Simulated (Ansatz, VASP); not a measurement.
## One calculation of TiAl, two programs

The input POSCAR:

```
TiAl
1.0
    3.3560335660      0.0000000000      0.0000000000
    0.0000000000      3.3560335660      0.0000000000
    0.0000000000      0.0000000000      2.8526285311
Ti Al
1 1
Direct
    0.0000000000      0.0000000000      0.0000000000
    0.5000000000      0.5000000000      0.5000000000
```

Contents of INCAR.step1:

```
  PREC = Accurate
  ENCUT = 520
  ISMEAR = 0
  SIGMA = 0.15
  LREAL = F
  LASPH = T
  NELM = 100
  NBANDS = 14
  GGA = PE
  ALGO = Normal
  EDIFF = 1E-4
  LWAVE = T
  LCHARG = F
```

The input INCAR.step2:

```
  PREC = Accurate
  ENCUT = 520
  EDIFF = 1E-6
  ISMEAR = 0
  SIGMA = 0.15
  LREAL = F
  LASPH = T
  NELM = 100
  ALGO = Normal
  ISIF = 2
  LWAVE = F
  LCHARG = F
  METAGGA = R2SCAN
  LMIXTAU = T
  NBANDS = 14
  ISTART = 1
```

The input KPOINTS:

```
regular mesh
0
Gamma
  16 16 16
```

Input for Ansatz:

```yaml
crystal:
  lattice:
    - [3.356033566, 0.0, 0.0]
    - [0.0, 3.356033566, 0.0]
    - [0.0, 0.0, 2.8526285311]
  atoms:
    - { symbol: Ti, position: [0.0, 0.0, 0.0] }
    - { symbol: Al, position: [0.5, 0.5, 0.5] }
basis:
  ecutwfc: 500
kpoints:
  mp_grid: { grid: [16, 16, 16] }
hamiltonian:
  xc: r2scan
scf:
  occupations: { method: gaussian, width: 0.15 }
output:
  forces: true
  stress: true
  eigenvalues: true
```

Alike in both runs: task single point; functional r2SCAN; k mesh 16 × 16 × 16; occupations gaussian, width 0.15 eV; no spin polarisation.

|  | VASP | Ansatz |
| --- | --- | --- |
| version | VASP 6.6.1 | Ansatz 0.2.0 |
| potentials or method | VASP PAW PBE potentials, release 64 (Ti_sv, Al), cutoff 520 eV | scalar-relativistic, plane waves, PAW |
| valence electrons in the cell | 15 | 15 |

|  | VASP | Ansatz | Ansatz less VASP |
| --- | --- | --- | --- |
| gap on the k mesh at the Fermi level (eV) | none | none | - |
| pressure (GPa) | 0.5 | 0.4 | -0.06 |
| traceless stress, the component that is largest in VASP (GPa) | 1.06 | 1.12 | +0.060 |

VASP's potentials were made for PBE, not for r2SCAN. A gap of «none» marks a metal or a gap that the smearing closes. The functional is the same, so the differences come from potentials, cutoffs and numerics.
